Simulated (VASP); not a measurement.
# W16C in VASP: a series of runs

The runs below take W16C through single point, with PBE.

All numbers are computed with VASP 6.6.1; they aren't measurements. Logs are shortened: lines on timing, memory, paths and dates and some standing lists are left out, and cuts for length are marked.

### 1 The cell of the first run

The cell holds a slab with vacuum, 17 atoms: a = 6.367 Å, b = 6.367 Å, c = 20.143 Å, α = 90.00°, β = 90.00°, γ = 90.00°.

### 2 Single point, PBE

Input file INCAR:

```
SYSTEM = W16C
PREC = Accurate
ENCUT = 520
EDIFF = 1E-6
ISMEAR = 0
SIGMA = 0.1
LREAL = Auto
LASPH = .True.
NELM = 80
ALGO = Normal
ISIF = 2
LWAVE = .False.
LCHARG = .True.
LDIPOL = .True.
IDIPOL = 3
DIPOL = 0.5 0.5 0.328
GGA = PE
LELF = .True.
LVHAR = .True.
LVACPOTAV = .True.
NBANDS = 128
```

Input file KPOINTS:

```
regular mesh
0
Gamma
  4 4 1
  0 0 0
```

Input file POSCAR:

```
W16C
1.0
    6.3673983413      0.0000000000      0.0000000000
    0.0000000000      6.3673983413      0.0000000000
    0.0000000000      0.0000000000     20.1425775435
W C
16 1
Direct
    0.2500000000      0.2500000000      0.1985843168
    0.2500000000      0.7500000000      0.1985843168
    0.7500000000      0.2500000000      0.1985843168
    0.7500000000      0.7500000000      0.1985843168
    0.0000000000      0.0000000000      0.2776134074
    0.0000000000      0.5000000000      0.2776134074
    0.5000000000      0.0000000000      0.2776134074
    0.5000000000      0.5000000000      0.2776134074
    0.2500000000      0.2500000000      0.3599451791
    0.2500000000      0.7500000000      0.3599451791
    0.7500000000      0.2500000000      0.3599451791
    0.7500000000      0.7500000000      0.3599451791
    0.0000000000      0.0000000000      0.4290700892
    0.0000000000      0.5000000000      0.4290700892
    0.5000000000      0.0000000000      0.4290700892
    0.5000000000      0.5000000000      0.4290700892
    0.0000000000      0.0625000000      0.5178650666
```

Potentials or basis: VASP PAW PBE potentials, release 64 (W_sv, C).

Run with:

```bash
$ cat potpaw_PBE.64/W_sv/POTCAR potpaw_PBE.64/C/POTCAR > POTCAR
$ mpirun -np 1 vasp_std > vasp.out
```

OUTCAR:

```text
SYSTEM = W16C
   PREC = Accurate
   ENCUT = 520
   EDIFF = 1E-6
   ISMEAR = 0
   LREAL = Auto
   LASPH = .True.
   NELM = 80
   ISIF = 2
   GGA = PE

 ion  position               nearest neighbor table
   1  0.250  0.250  0.199-   5 2.76   6 2.76   7 2.76   8 2.76   2 3.18   3 3.18   2 3.18   3 3.18
                             9 3.25
   2  0.250  0.750  0.199-   5 2.76   6 2.76   7 2.76   8 2.76   1 3.18   4 3.18   1 3.18   4 3.18
                            10 3.25
   3  0.750  0.250  0.199-   5 2.76   6 2.76   7 2.76   8 2.76   1 3.18   4 3.18   4 3.18   1 3.18
                            11 3.25
   4  0.750  0.750  0.199-   5 2.76   6 2.76   7 2.76   8 2.76   2 3.18   3 3.18   3 3.18   2 3.18
                            12 3.25
   5  0.000  0.000  0.278-   1 2.76   2 2.76   3 2.76   4 2.76   9 2.80  10 2.80  11 2.80  12 2.80
                            13 3.05   7 3.18   6 3.18   6 3.18   7 3.18
   6  0.000  0.500  0.278-   1 2.76   2 2.76   3 2.76   4 2.76   9 2.80  10 2.80  11 2.80  12 2.80
                            14 3.05   8 3.18   5 3.18   5 3.18   8 3.18
   7  0.500  0.000  0.278-   1 2.76   2 2.76   3 2.76   4 2.76   9 2.80  10 2.80  11 2.80  12 2.80
                            15 3.05   8 3.18   5 3.18   8 3.18   5 3.18
   8  0.500  0.500  0.278-   1 2.76   2 2.76   3 2.76   4 2.76   9 2.80  10 2.80  11 2.80  12 2.80
                            16 3.05   7 3.18   6 3.18   7 3.18   6 3.18
   9  0.250  0.250  0.360-  13 2.65  14 2.65  15 2.65  16 2.65   5 2.80   6 2.80   7 2.80   8 2.80
                            10 3.18  11 3.18  10 3.18  11 3.18   1 3.25
  10  0.250  0.750  0.360-  13 2.65  14 2.65  15 2.65  16 2.65   5 2.80   6 2.80   7 2.80   8 2.80
                             9 3.18  12 3.18   9 3.18  12 3.18   2 3.25
  11  0.750  0.250  0.360-  13 2.65  14 2.65  15 2.65  16 2.65   5 2.80   6 2.80   7 2.80   8 2.80
                             9 3.18  12 3.18  12 3.18   9 3.18   3 3.25
  12  0.750  0.750  0.360-  13 2.65  14 2.65  15 2.65  16 2.65   5 2.80   6 2.80   7 2.80   8 2.80
                            10 3.18  11 3.18  11 3.18  10 3.18   4 3.25
  13  0.000  0.000  0.429-  17 1.83  10 2.65  11 2.65  12 2.65   9 2.65   5 3.05  15 3.18  14 3.18
                            14 3.18  15 3.18
  14  0.000  0.500  0.429-   9 2.65  10 2.65  11 2.65  12 2.65   6 3.05  13 3.18  16 3.18  13 3.18
                            16 3.18
  15  0.500  0.000  0.429-   9 2.65  10 2.65  11 2.65  12 2.65   7 3.05  13 3.18  16 3.18  16 3.18
                            13 3.18
  16  0.500  0.500  0.429-   9 2.65  10 2.65  11 2.65  12 2.65   8 3.05  14 3.18  15 3.18  15 3.18
                            14 3.18
  17  0.000  0.062  0.518-  13 1.83

  LATTYP: Found a simple tetragonal cell.
 ALAT       =     6.3673983413
 C/A-ratio  =     3.1633920895

  Lattice vectors:

 A1 = (   6.3673983413,   0.0000000000,   0.0000000000)
 A2 = (   0.0000000000,   6.3673983413,   0.0000000000)
 A3 = (   0.0000000000,   0.0000000000,  20.1425775435)

Analysis of symmetry for initial positions (statically):
=====================================================================
 Subroutine PRICEL returns:
 Original cell was already a primitive cell.

 Routine SETGRP: Setting up the symmetry group for a
 simple tetragonal supercell.

 Subroutine GETGRP returns: Found  2 space group operations
 (whereof  2 operations were pure point group operations)
 out of a pool of 16 trial point group operations.

The static configuration has the point symmetry C_1h.

Analysis of symmetry for dynamics (positions and initial velocities):
=====================================================================
 Subroutine PRICEL returns:
 Original cell was already a primitive cell.

 Routine SETGRP: Setting up the symmetry group for a
 simple tetragonal supercell.

 Subroutine GETGRP returns: Found  2 space group operations
 (whereof  2 operations were pure point group operations)
 out of a pool of 16 trial point group operations.

The dynamic configuration has the point symmetry C_1h.

 Subroutine INISYM returns: Found  2 space group operations
 (whereof  2 operations are pure point group operations),
 and found     1 'primitive' translations

----------------------------------------------------------------------------------------

                                     Primitive cell

  volume of cell :     816.6559

  direct lattice vectors                    reciprocal lattice vectors
     6.367398341  0.000000000  0.000000000     0.157050014  0.000000000  0.000000000
     0.000000000  6.367398341  0.000000000     0.000000000  0.157050014  0.000000000
     0.000000000  0.000000000 20.142577543     0.000000000  0.000000000  0.049646079
[... 57 lines left out ...]

  Length of vectors
     0.039262504  0.039262504  0.049646079

  Shift w.r.t. Gamma in fractional coordinates (k-lattice)
     0.000000000  0.000000000  0.000000000

 Subroutine IBZKPT returns following result:
 ===========================================

 Found      9 irreducible k-points:

 Following reciprocal coordinates:
            Coordinates               Weight
  0.000000  0.000000  0.000000      1.000000
  0.250000  0.000000  0.000000      2.000000
  0.000000  0.250000  0.000000      2.000000
  0.500000  0.000000  0.000000      1.000000
  0.000000  0.500000  0.000000      1.000000
  0.250000  0.250000  0.000000      4.000000
  0.500000  0.250000  0.000000      2.000000
 -0.250000  0.500000  0.000000      2.000000
  0.500000  0.500000  0.000000      1.000000
   k-points           NKPTS =      9   k-points in BZ     NKDIM =      9   number of bands    NBANDS=    128
   number of dos      NEDOS =    301   number of ions     NIONS =     17
   total plane-waves  NPLWV = 345600
   dimension x,y,z NGX =    48 NGY =   48 NGZ =  150
   dimension x,y,z NGXF=    96 NGYF=   96 NGZF=  300
   ions per type =              16   1
   NGX,Y,Z   is equivalent  to a cutoff of  12.53, 12.53, 12.38 a.u.
   NGXF,Y,Z  is equivalent  to a cutoff of  25.06, 25.06, 24.76 a.u.
 SYSTEM =  W16C
   PREC   = accura    normal or accurate (medium, high low for compatibility)
   ISTART =      0    job   : 0-new  1-cont  2-samecut
   ICHARG =      2    charge: 1-file 2-atom 10-const
   ISPIN  =      1    spin polarized calculation?
   LNONCOLLINEAR =      F non collinear calculations
   LSORBIT =      F    spin-orbit coupling
   LASPH  =      T    aspherical Exc in radial PAW
   ENCUT  =  520.0 eV  38.22 Ry    6.18 a.u.  11.84 11.84 37.45*2*pi/ulx,y,z
   NELM   =     80;   NELMIN=  2; NELMDL= -5     # of ELM steps
   EDIFF  = 0.1E-05   stopping-criterion for ELM
   LREAL  =      T    real-space projection
   EDIFFG = 0.1E-04   stopping-criterion for IOM
   NSW    =      0    number of steps for IOM
   IBRION =     -1    ionic relax: 0-MD 1-quasi-New 2-CG
   NFREE  =      0    steps in history (QN), initial steepest desc. (CG)
   ISIF   =      2    stress and relaxation
   ISYM   =      2    0-nonsym 1-usesym 2-fastsym
   POTIM  = 0.5000    time-step for ionic-motion
   TEBEG  =    0.0;   TEEND  =   0.0 temperature during run
   PSTRESS=    0.0 pullay stress
   NELECT =     228.0000    total number of electrons
   NUPDOWN=      -1.0000    fix difference up-down
   EMIN   =  10.00;   EMAX   =-10.00  energy-range for DOS
   EFERMI =   0.00;   METHOD = LEGACY
   ISMEAR =     0;   SIGMA  =   0.10  broadening in eV -4-tet -1-fermi 0-gaus
   EFERMI_NEDOS =   21; number of points for ismear=-14 and -15
   IALGO  =     38    algorithm
   IMIX   =      4    mixing-type and parameters
     AMIX     =   0.40;   BMIX     =  1.00
     AMIX_MAG =   1.60;   BMIX_MAG =  1.00
  volume/ion in A,a.u.               =      48.04       324.18
  Fermi-wavevector in a.u.,A,eV,Ry     =   1.069974  2.021959 15.576567  1.144845
  Thomas-Fermi vector in A             =   2.205670
   LORBIT       =      0    0 simple, 1 ext, 2 COOP (PROOUT), +10 PAW based schemes
   GGA     = PE    functional components
   LHFCALC =     F    Hartree Fock is set to
   AEXX    =    0.0000 exact exchange contribution
   IVDW    =     0    specifies the selected vdW correction
   LEPSILON=     F    determine dielectric tensor
   LRPA    =     F    only Hartree local field effects (RPA)
 non-spin polarized calculation
 Gauss-broadening in eV      SIGMA  =   0.10
  energy-cutoff  :      520.00
  volume of cell :      816.66
 maximum number of plane-waves:     22040
   NGX = 23   NGY = 23   NGZ = 75

 dipolmoment           0.000000      0.000000     -0.195772 electrons x Angstroem

 number of electron     227.9999966 magnetization

 dipolmoment           0.000000      0.000000      0.197678 electrons x Angstroem

 Free energy of the ion-electron system (eV)
  ---------------------------------------------------
  ext. energy  EPLUGINS =         0.00000000
  ---------------------------------------------------
  free energy    TOTEN  =      -192.33497793 eV

  energy without entropy =     -192.21732722  energy(sigma->0) =     -192.27615258

 E-fermi :   0.5486     XC(G=0):  -5.5586

 val. band max:        0.5468633997   @ k =  -0.2500   0.5000   0.0000
 cond. band min:       0.5545236173   @ k =   0.2500   0.0000   0.0000
 fundamental gap:      0.0076602176
 Fermi energy:         0.5486384441

 k-point     1 :       0.0000    0.0000    0.0000
  band No.  band energies     occupation
      1     -73.3630      2.00000
      2     -73.3033      2.00000
      3     -73.2962      2.00000
      4     -73.2954      2.00000
      5     -73.2852      2.00000
      6     -73.2814      2.00000
[... 1150 lines left out ...]
    125       1.6749      0.00000
    126       1.9754      0.00000
 [bands above 126 left out]

------------------------ aborting loop because EDIFF is reached ----------------------------------------

  FORCE on cell =-STRESS in cart. coord.  units (eV):
  Direction    XX          YY          ZZ          XY          YZ          ZX
  --------------------------------------------------------------------------------------
  -------------------------------------------------------------------------------------
  Total      -21.5837158    -21.6278165     -9.9668013      0.0000000      0.8565187      0.0000000
  in kB      -42.3445686    -42.4310885    -19.5536258      0.0000000      1.6803832      0.0000000
  external PRESSURE =     -34.7764277 kB  Pullay stress =       0.0000000 kB

 VOLUME and BASIS-vectors are now :
 -----------------------------------------------------------------------------
  energy-cutoff  :      520.00
  volume of cell :      816.66
      direct lattice vectors                 reciprocal lattice vectors
     6.367398341  0.000000000  0.000000000     0.157050014  0.000000000  0.000000000
     0.000000000  6.367398341  0.000000000     0.000000000  0.157050014  0.000000000
     0.000000000  0.000000000 20.142577543     0.000000000  0.000000000  0.049646079

 POSITION                                       TOTAL-FORCE (eV/Angst)
 -----------------------------------------------------------------------------------
      1.59185      1.59185      4.00000         0.017827     -0.002038      2.075794
      1.59185      4.77555      4.00000         0.013710     -0.045900      2.084812
      4.77555      1.59185      4.00000        -0.017827     -0.002038      2.075794
      4.77555      4.77555      4.00000        -0.013710     -0.045900      2.084812
      0.00000      0.00000      5.59185         0.000000      0.136868     -2.490749
      0.00000      3.18370      5.59185         0.000000     -0.010336     -1.991205
[... 9 lines left out ...]
      3.18370      3.18370      8.64258         0.000000     -0.075348     -0.694061
      0.00000      0.39796     10.43114         0.000000      0.529003      0.119788
 -----------------------------------------------------------------------------------
    total drift:                                0.000000     -0.000009      0.001679

  FREE ENERGIE OF THE ION-ELECTRON SYSTEM (eV)
  ---------------------------------------------------
  free  energy   TOTEN  =      -192.3349779344 eV

  energy  without entropy=     -192.2173272210  energy(sigma->0) =     -192.27615258

 vacuum level on the upper side and lower side of the slab         5.566         4.684
```

Wall time 36 min (1 thread of Intel Xeon 6975P-C (Granite Rapids), shared host); peak memory 1 GiB.

Results:

```yaml
Free_energy: -192.3350 eV
Largest_force: 2.495 eV/Å
Band_gap_on_the_k_mesh: zero (bands 114 and 115 overlap by 0.32 eV)
```

Forces in eV/Å, atoms in the order of the input:
```
W    0.018 -0.002  2.076
W    0.014 -0.046  2.085
W   -0.018 -0.002  2.076
W   -0.014 -0.046  2.085
W    0.000  0.137 -2.491
W    0.000 -0.010 -1.991
W    0.000  0.087 -1.980
W    0.000  0.046 -2.267
W    0.763  0.767 -0.485
W    0.902 -0.860 -0.234
W   -0.763  0.767 -0.485
W   -0.902 -0.860 -0.234
W    0.000 -0.193  1.811
W    0.000 -0.231  0.417
W    0.000 -0.008  0.193
W    0.000 -0.075 -0.694
C    0.000  0.529  0.120
```

Levels at points of the mesh, in eV from the Fermi level:
```tsv
k point	band 113	band 114	band 115	band 116	band 117	band 118
(0.00, 0.00, 0.00)	0.10	0.27	0.31	0.59	0.60	0.81
(0.50, 0.00, 0.00)	-0.14	-0.14	-0.05	0.01	0.29	0.70
(0.00, 0.50, 0.00)	-0.14	-0.13	-0.05	0.08	0.23	0.70
(0.50, 0.50, 0.00)	-0.16	-0.06	-0.05	-0.05	-0.03	0.07
```

Caveat: spin-orbit coupling is left out, which moves the levels of the heavy elements.

### 3 Single point, PBE

Input file INCAR:

```
ALGO = Fast
DIPOL = 0.5 0.5 0.327
EDIFF = 1E-6
ENCUT = 520
GGA = PE
IDIPOL = 3
ISIF = 2
ISMEAR = 0
LASPH = True
LCHARG = False
LDIPOL = True
LREAL = Auto
LWAVE = False
NBANDS = 128
NELM = 100
PREC = Accurate
SIGMA = 0.1
```

Input file KPOINTS:

```
k-points
0
Gamma
  4 4 1
```

Edit POSCAR of step 2 so:

```diff
@@ -24,2 +24,2 @@
     0.5000000000      0.5000000000      0.4290700892
-    0.0000000000      0.0625000000      0.5178650666
+    0.0000000000      0.1875000000      0.4981594291
```

Potentials or basis: VASP PAW PBE potentials, release 64 (W_sv, C).

Run with:

```bash
$ cat potpaw_PBE.64/W_sv/POTCAR potpaw_PBE.64/C/POTCAR > POTCAR
$ mpirun -np 1 vasp_std > vasp.out
```

It took 64 min on 1 thread of Oxide Virtual Turin-like, shared host; peak memory 0.99 GiB.

It converged, with:

```
Free energy            : -193.5759 eV
Largest force          : 3.030 eV/Å
Band gap on the k mesh : zero (bands 114 and 115 overlap by 0.35 eV)
```

Forces on the atoms (eV/Å):
```
W    0.048 -0.016  2.117
W   -0.015 -0.028  2.095
W   -0.048 -0.016  2.117
W    0.015 -0.028  2.095
W    0.000  0.108 -2.423
W    0.000 -0.068 -2.155
W    0.000  0.116 -2.130
W    0.000  0.045 -2.130
W    0.851  0.368 -0.642
W    1.011 -0.390 -0.279
W   -0.851  0.368 -0.642
W   -1.011 -0.390 -0.279
W    0.000 -0.581  0.541
W    0.000 -2.284  1.991
W    0.000 -0.042  0.038
W    0.000 -0.097 -0.420
C    0.000  2.933  0.108
```

Levels at points of the mesh, in eV from the Fermi level:
| k point | band 112 | band 113 | band 114 | band 115 | band 116 | band 117 | band 118 | band 119 |
| --- | --- | --- | --- | --- | --- | --- | --- | --- |
| (0.00, 0.00, 0.00) | -0.19 | 0.15 | 0.26 | 0.42 | 0.70 | 0.80 | 0.91 | 0.93 |
| (0.50, 0.00, 0.00) | -0.18 | -0.14 | -0.13 | -0.03 | 0.04 | 0.43 | 0.70 | 0.77 |
| (0.00, 0.50, 0.00) | -0.14 | -0.13 | -0.05 | -0.03 | 0.16 | 0.19 | 0.71 | 0.77 |
| (0.50, 0.50, 0.00) | -0.37 | -0.13 | -0.05 | -0.04 | -0.04 | -0.01 | 0.23 | 0.36 |

Caveat: spin-orbit coupling is left out, which moves the levels of the heavy elements.
